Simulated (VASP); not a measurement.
Wanted: the native input for a VASP 6.6.1 run.

| Quantity | Value |
| --- | --- |
| Task | single point |
| Functional | PBE |
| Potentials or basis | VASP PAW PBE potentials, release 64 (Hf_pv) |
| Cutoff | 520 eV |
| k mesh | 9 × 9 × 9 |
| Occupations | fermi-dirac, width 0.05 eV |
| Spin | no spin polarisation |
| Dipole correction | no |
| Further INCAR settings | ALGO = Normal; EDIFF = 1e-07; NBANDS = 11 |

The structure of Hf lies in POSCAR:

```
Hf
1.0
   -1.7736907678      1.7736907678      1.7736907678
    1.7736907678     -1.7736907678      1.7736907678
    1.7736907678      1.7736907678     -1.7736907678
Hf
1
Direct
    0.0000000000      0.0000000000      0.0000000000
```

One way to write it, as run:

INCAR

```
ALGO     = Normal         # electronic algorithm
EDIFF    = 1E-7           # SCF threshold, eV
ENCUT    = 520            # plane-wave cutoff, eV
GGA      = PE             # functional
ISIF     = 2              # what is computed and relaxed
ISMEAR   = -1             # smearing method
LASPH    = True           # aspherical terms in the spheres
LCHARG   = False          # write CHGCAR
LREAL    = False          # projectors in reciprocal space
LWAVE    = False          # write WAVECAR
NBANDS   = 11             # bands
NELM     = 100            # most SCF steps
PREC     = Accurate       # precision mode
SIGMA    = 0.05           # smearing width, eV
```

KPOINTS

```
k-points
0
Gamma
  9 9 9
```

Potentials or basis: VASP PAW PBE potentials, release 64 (Hf_pv).

Command:

```sh
$ cat potpaw_PBE.64/Hf_pv/POTCAR > POTCAR
$ mpirun -np 1 vasp_std > vasp.out
```

Results of the run:

The pressure is -0.4 GPa. The band gap on the k mesh is zero (band 5 reaches 6.12 eV, above the bottom of band 6 at 3.86 eV).

Caveat: spin-orbit coupling is left out, which moves the levels of the heavy elements.

Wall time 15 s on 1 thread of Intel Xeon 8259CL, on a shared host, peak memory 0.11 GiB.
